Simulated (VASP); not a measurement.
Write the native input for VASP 6.6.1 that does the following.

```
Task                   : single point
Functional             : PBE
Potentials or basis    : VASP PAW PBE potentials, release 64 (Na_pv, H)
Cutoff                 : 520 eV
k mesh                 : 9 × 9 × 9
Occupations            : fermi-dirac, width 0.02 eV
Spin                   : no spin polarisation
Dipole correction      : no
Further INCAR settings : ALGO = Normal; EDIFF = 1e-06; NBANDS = 11
```

The structure of NaH lies in POSCAR:

```
NaH
1.0
    0.0000000000      2.4561594113      2.4561594113
    2.4561594113      0.0000000000      2.4561594113
    2.4561594113      2.4561594113      0.0000000000
Na H
1 1
Direct
    0.0000000000      0.0000000000      0.0000000000
    0.5000000000      0.5000000000      0.5000000000
```

This cell differs from its parent crystal: volume scaled by 1.02.

These files were run (other wordings do the same):

INCAR

```
PREC     = Accurate       # precision mode
ENCUT    = 520            # plane-wave cutoff, eV
EDIFF    = 1E-6           # SCF threshold, eV
ISMEAR   = -1             # smearing method
SIGMA    = 0.02           # smearing width, eV
LREAL    = F              # projectors in reciprocal space
LASPH    = T              # aspherical terms in the spheres
NELM     = 100            # most SCF steps
ALGO     = Normal         # electronic algorithm
ISIF     = 2              # what is computed and relaxed
LWAVE    = F              # write WAVECAR
LCHARG   = F              # write CHGCAR
GGA      = PE             # functional
NBANDS   = 11             # bands
```

KPOINTS

```
Automatic mesh
0
Gamma
  9 9 9
```

Potentials or basis: VASP PAW PBE potentials, release 64 (Na_pv, H).

Command:

```bash
$ cat potpaw_PBE.64/Na_pv/POTCAR potpaw_PBE.64/H/POTCAR > POTCAR
$ mpirun -np 1 vasp_std > vasp.out
```

It gave:

```json
{
  "Pressure": "-1.1 GPa",
  "Band gap on the k mesh": "3.97 eV, indirect (least direct gap 4.66 eV)"
}
```

Wall time 7.5 s on 1 thread of Intel(R) Xeon(R) Platinum 8488C (Sapphire Rapids), with other jobs on the host, peak memory 0.15 GiB.
